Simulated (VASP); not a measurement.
# Ge5W (P6/mmm) in VASP: notebook

Ge5W is run at these levels: PBE; tasks: relaxation of cell and atoms, single point.

Everything below comes from runs of VASP 6.6.1. Logs are shortened: lines on timing, memory, paths and dates and some standing lists are left out, and cuts for length are marked.

### 1 The cell of the first run

It takes space group P6/mmm (No. 191, hexagonal). Conventional cell: a = 4.646 Å, b = 4.646 Å, c = 6.306 Å, α = 90.00°, β = 90.00°, γ = 120.00°. Ge (site symmetry 3m) has 7 Ge at 2.57 to 2.97 Å and 3 W at 3.27 Å within 3.4 Å. Within 3.9 Å of Ge (site symmetry 6/mmm) lie 12 Ge at 2.97 Å and 2 W at 3.15 Å. Within 4.1 Å of W (site symmetry 6/mmm) lie 14 Ge at 3.15 to 3.27 Å.

### 2 Relaxation of cell and atoms, PBE

File INCAR:

```
SYSTEM = Ge5W
PREC = Accurate
ENCUT = 600
EDIFF = 1E-6
ISMEAR = 0
SIGMA = 0.1
LREAL = .FALSE.
LASPH = .TRUE.
NELM = 100
ALGO = Normal
ISIF = 3
LWAVE = .FALSE.
LCHARG = .FALSE.
GGA = PE
IBRION = 2
NSW = 90
EDIFFG = -0.04
```

File KPOINTS:

```
regular mesh
0
G
  6 6 4
  0 0 0
```

File POSCAR:

```
Ge5W
1.0
    4.6456162800      0.0000000000      0.0000000000
   -2.3228081400      4.0232217200      0.0000000000
    0.0000000000      0.0000000000      6.3061954100
Ge W
5 1
Direct
    0.6666666700      0.3333333300      0.7959949400
    0.0000000000      0.0000000000      0.0000000000
    0.6666666700      0.3333333300      0.2040050600
    0.3333333300      0.6666666700      0.2040050600
    0.3333333300      0.6666666700      0.7959949400
    0.0000000000      0.0000000000      0.5000000000
```

Potentials or basis: VASP PAW PBE potentials, release 64 (Ge_d, W_sv).

Run with:

```console
> cat potpaw_PBE.64/Ge_d/POTCAR potpaw_PBE.64/W_sv/POTCAR > POTCAR
> mpirun -np 1 vasp_std > vasp.out
```

OUTCAR:

```text
SYSTEM = Ge5W
   PREC = Accurate
   ENCUT = 600
   EDIFF = 1E-6
   ISMEAR = 0
   LREAL = .FALSE.
   LASPH = .TRUE.
   NELM = 100
   ISIF = 3
   GGA = PE
   IBRION = 2
   NSW = 90
   EDIFFG = -0.04

 ion  position               nearest neighbor table
   1  0.667  0.333  0.796-   3 2.57   5 2.68   5 2.68   5 2.68
   2  0.000  0.000  0.000-   6 3.15   6 3.15
   3  0.667  0.333  0.204-   1 2.57   4 2.68   4 2.68   4 2.68
   4  0.333  0.667  0.204-   5 2.57   3 2.68   3 2.68   3 2.68
   5  0.333  0.667  0.796-   4 2.57   1 2.68   1 2.68   1 2.68
   6  0.000  0.000  0.500-   2 3.15   2 3.15

  LATTYP: Found a hexagonal cell.
 ALAT       =     4.6456162800
 C/A-ratio  =     1.3574507729

  Lattice vectors:

 A1 = (   4.6456162800,   0.0000000000,   0.0000000000)
 A2 = (  -2.3228081400,   4.0232217200,   0.0000000000)
 A3 = (   0.0000000000,   0.0000000000,   6.3061954100)

Analysis of symmetry for initial positions (statically):
=====================================================================
 Subroutine PRICEL returns:
 Original cell was already a primitive cell.

 Routine SETGRP: Setting up the symmetry group for a
 hexagonal supercell.

 Subroutine GETGRP returns: Found 24 space group operations
 (whereof 24 operations were pure point group operations)
 out of a pool of 24 trial point group operations.

The static configuration has the point symmetry D_6h.

Analysis of symmetry for dynamics (positions and initial velocities):
=====================================================================
 Subroutine PRICEL returns:
 Original cell was already a primitive cell.

 Routine SETGRP: Setting up the symmetry group for a
 hexagonal supercell.

 Subroutine GETGRP returns: Found 24 space group operations
 (whereof 24 operations were pure point group operations)
 out of a pool of 24 trial point group operations.

The dynamic configuration has the point symmetry D_6h.

 Subroutine INISYM returns: Found 24 space group operations
 (whereof 24 operations are pure point group operations),
 and found     1 'primitive' translations

----------------------------------------------------------------------------------------

                                     Primitive cell

  volume of cell :     117.8650

  direct lattice vectors                    reciprocal lattice vectors
     4.645616280  0.000000000  0.000000000     0.215256694  0.124278510  0.000000000
    -2.322808140  4.023221720  0.000000000     0.000000000  0.248557020  0.000000000
     0.000000000  0.000000000  6.306195410     0.000000000  0.000000000  0.158574217
[... 93 lines left out ...]
   NFREE  =      1    steps in history (QN), initial steepest desc. (CG)
   ISIF   =      3    stress and relaxation
   ISYM   =      2    0-nonsym 1-usesym 2-fastsym
   POTIM  = 0.5000    time-step for ionic-motion
   TEBEG  =    0.0;   TEEND  =   0.0 temperature during run
   PSTRESS=    0.0 pullay stress
   NELECT =      84.0000    total number of electrons
   NUPDOWN=      -1.0000    fix difference up-down
   EMIN   =  10.00;   EMAX   =-10.00  energy-range for DOS
   EFERMI =   0.00;   METHOD = LEGACY
   ISMEAR =     0;   SIGMA  =   0.10  broadening in eV -4-tet -1-fermi 0-gaus
   EFERMI_NEDOS =   21; number of points for ismear=-14 and -15
   IALGO  =     38    algorithm
   IMIX   =      4    mixing-type and parameters
     AMIX     =   0.40;   BMIX     =  1.00
     AMIX_MAG =   1.60;   BMIX_MAG =  1.00
  volume/ion in A,a.u.               =      19.64       132.57
  Fermi-wavevector in a.u.,A,eV,Ry     =   1.462311  2.763367 29.094057  2.138353
  Thomas-Fermi vector in A             =   2.578539
   LORBIT       =      0    0 simple, 1 ext, 2 COOP (PROOUT), +10 PAW based schemes
   GGA     = PE    functional components
   LHFCALC =     F    Hartree Fock is set to
   AEXX    =    0.0000 exact exchange contribution
   IVDW    =     0    specifies the selected vdW correction
   LEPSILON=     F    determine dielectric tensor
   LRPA    =     F    only Hartree local field effects (RPA)
 conjugate gradient relaxation of ions
 non-spin polarized calculation
 Gauss-broadening in eV      SIGMA  =   0.10
  energy-cutoff  :      600.00
  volume of cell :      117.86
 maximum number of plane-waves:      3955
 NGX is ok and might be reduce to    40
   NGX = 19   NGY = 19   NGZ = 25

--------------------------------------- Ionic step        1  -------------------------------------------

 number of electron      84.0000036 magnetization

 Free energy of the ion-electron system (eV)
  ---------------------------------------------------
  ext. energy  EPLUGINS =         0.00000000
  ---------------------------------------------------
  free energy    TOTEN  =       -29.42370776 eV

  energy without entropy =      -29.38463809  energy(sigma->0) =      -29.40417293

------------------------ aborting loop because EDIFF is reached ----------------------------------------

  FORCE on cell =-STRESS in cart. coord.  units (eV):
  Direction    XX          YY          ZZ          XY          YZ          ZX
  --------------------------------------------------------------------------------------
  -------------------------------------------------------------------------------------
  Total        1.0464246      1.0464246     -9.1632320      0.0000000      0.0000000     -0.0000000
  in kB       14.2243950     14.2243950   -124.5588355      0.0000000      0.0000000     -0.0000000
  external PRESSURE =     -32.0366818 kB  Pullay stress =       0.0000000 kB
[... 101 lines left out ...]
  FREE ENERGIE OF THE ION-ELECTRON SYSTEM (eV)
  ---------------------------------------------------
  free  energy   TOTEN  =       -32.2606270107 eV

  energy  without entropy=      -32.2408827197  energy(sigma->0) =      -32.25075487

[... ionic steps 4 to 8 ...]

--------------------------------------- Ionic step        9  -------------------------------------------

 number of electron      84.0000002 magnetization

------------------------ aborting loop because EDIFF is reached ----------------------------------------
[... 75 lines left out ...]
--------------------------------------- Ionic step       11  -------------------------------------------

 number of electron      84.0000000 magnetization

 Free energy of the ion-electron system (eV)
  ---------------------------------------------------
  ext. energy  EPLUGINS =         0.00000000
  ---------------------------------------------------
  free energy    TOTEN  =       -32.68504889 eV

  energy without entropy =      -32.67780856  energy(sigma->0) =      -32.68142873

 E-fermi :   8.0551     XC(G=0): -11.8741

 val. band max:        7.9960157105   @ k =   0.0000   0.0000   0.5000
 cond. band min:       8.0635294931   @ k =   0.3333   0.3333   0.2500
 fundamental gap:      0.0675137827
 Fermi energy:         8.0551039828

 k-point     1 :       0.0000    0.0000    0.0000
  band No.  band energies     occupation
      1     -66.3284      2.00000
      2     -30.5805      2.00000
      3     -30.4655      2.00000
      4     -30.4655      2.00000
      5     -17.0106      2.00000
      6     -17.0106      2.00000
[... 1135 lines left out ...]
  FREE ENERGIE OF THE ION-ELECTRON SYSTEM (eV)
  ---------------------------------------------------
  free  energy   TOTEN  =       -32.6850488927 eV

  energy  without entropy=      -32.6778085632  energy(sigma->0) =      -32.68142873

 reached required accuracy - stopping structural energy minimisation
```

Run time: 14 min. Hardware: 1 thread of AMD EPYC 9R45 (Zen 5), shared host; peak memory 0.33 GiB.

Results:

```yaml
Free_energy: -32.6850 eV
Relaxed_volume: 17.59 Å³/atom
Relaxed_cell: a = 4.830 Å, b = 4.830 Å, c = 5.224 Å, α = 90.00°, β = 90.00°, γ = 120.00°
Space_group_after_relaxing_to_0.05_Å: P6/mmm (No. 191)
Energy_gained_by_relaxing: 543.6 meV/atom
Ionic_steps: 11
Pressure_after_relaxing: 0.0 GPa
Largest_force_after_relaxing: 0.037 eV/Å
Band_gap_on_the_k_mesh: zero (band 42 reaches 8.89 eV, above the bottom of band 43 at 7.13 eV)
```

Forces on the atoms (eV/Å):
```
Ge   0.000  0.000 -0.037
Ge   0.000  0.000  0.000
Ge   0.000  0.000  0.037
Ge   0.000  0.000  0.037
Ge   0.000  0.000 -0.037
W    0.000  0.000  0.000
```

The path:
```csv
step,energy change (eV),largest force (eV/Å),pressure (GPa),volume (Å³)
1,0.0000,1.9150,-3.20,117.86
2,-1.4638,1.8678,-2.89,111.03
3,-2.8369,1.1449,10.17,97.76
4,-2.9136,1.4838,5.27,100.36
5,-2.9110,1.3339,7.03,99.33
6,-2.9981,1.6746,1.54,107.16
7,-3.2215,0.1677,2.77,103.63
8,-3.2280,0.3189,-2.39,107.72
9,-3.2575,0.1475,-0.11,105.68
10,-3.2576,0.1405,-0.06,105.62
11,-3.2613,0.0367,-0.05,105.55
```

Final structure:
```cif
data_structure
_symmetry_space_group_name_H-M 'P 1'
_symmetry_Int_Tables_number 1
_cell_length_a 4.8302
_cell_length_b 4.8302
_cell_length_c 5.2239
_cell_angle_alpha 90.000
_cell_angle_beta 90.000
_cell_angle_gamma 120.000
_cell_volume 105.55
loop_
_atom_site_label
_atom_site_type_symbol
_atom_site_fract_x
_atom_site_fract_y
_atom_site_fract_z
_atom_site_occupancy
Ge1 Ge 0.66667 0.33333 0.74064 1
Ge2 Ge 0.00000 0.00000 0.00000 1
Ge3 Ge 0.66667 0.33333 0.25936 1
Ge4 Ge 0.33333 0.66667 0.25936 1
Ge5 Ge 0.33333 0.66667 0.74064 1
W1 W 0.00000 0.00000 0.50000 1
```

Caveat: spin-orbit coupling is left out, which moves the levels of the heavy elements.

(Continued in part 2 of 2.)
